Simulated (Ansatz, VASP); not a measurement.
## BIr3Pd: VASP beside Ansatz

```xyz
5
Lattice="3.0127 0.0000 0.0000 0.0000 3.0127 0.0000 0.0000 0.0000 7.4359" Properties=species:S:1:pos:R:3 pbc="T T T"
B     1.5063    1.5063    0.0000
Pd    0.0000    0.0000    0.0000
Ir    1.5063    1.5063    2.0322
Ir    1.5063    1.5063    5.4036
Ir    0.0000    0.0000    3.7179
```

Alike in both runs: functional PBE; k mesh 6 × 6 × 4; occupations gaussian, width 0.1 eV; no spin polarisation.

Ansatz relaxed the structure, and its values are those at the end. VASP's run is a single point on that final structure, the one shown.

```csv
,VASP,Ansatz
version,VASP 6.6.1,Ansatz 0.2.0
potentials or method,"VASP PAW PBE potentials, release 64 (B, Pd_sv_GW, Ir_sv_GW), cutoff 540 eV","scalar-relativistic, plane waves, PAW"
valence electrons in the cell,72,72
```

Ansatz gave:

| Quantity | Value |
| --- | --- |
| gap on the k mesh at the Fermi level (eV) | none |
| pressure (GPa) | -0.1 |
| rms of the force components (eV/Å) | 0.008 |

**Question.** Estimate VASP's values.

**Answer.** gap on the k mesh at the Fermi level (eV): none; pressure (GPa): -2.2; rms of the force components (eV/Å): 0.003.

A gap of «none» marks a metal or a gap that the smearing closes. The functional is the same, so the differences come from potentials, cutoffs and numerics.

Spin-orbit coupling is off throughout.
